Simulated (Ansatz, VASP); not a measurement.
## TiC in VASP and in Ansatz

```
CELL_PARAMETERS angstrom
0.00000 2.15930 2.15930
2.15930 0.00000 2.15930
2.15930 2.15930 0.00000
ATOMIC_POSITIONS crystal
Ti 0.03123 0.94775 0.98291
C 0.44717 0.52752 0.49260
```

Alike in both runs: task single point; functional PBE; k mesh 8 × 8 × 8; occupations gaussian, width 0.15 eV; no spin polarisation.

```csv
,VASP,Ansatz
version,VASP 6.6.1,Ansatz 0.2.0
potentials or method,"VASP PAW PBE potentials, release 64 (Ti_sv, C), cutoff 520 eV","plane waves, PAW"
valence electrons in the cell,16,16
```

VASP gave:

```
pressure (GPa)                                                : 10.3
traceless stress, the component that is largest in VASP (GPa) : -7.30
rms of the force components (eV/Å)                            : 1.295
```

Q: Estimate Ansatz's values.

A: Pressure (GPa): 10.1; traceless stress, the component that is largest in VASP (GPa): -7.24; rms of the force components (eV/Å): 1.288.

Atom by atom the forces differ by 0.007 eV/Å (rms over components). The functional is the same, so the differences come from potentials, cutoffs and numerics. Ansatz's warnings: stress scf threshold loose.
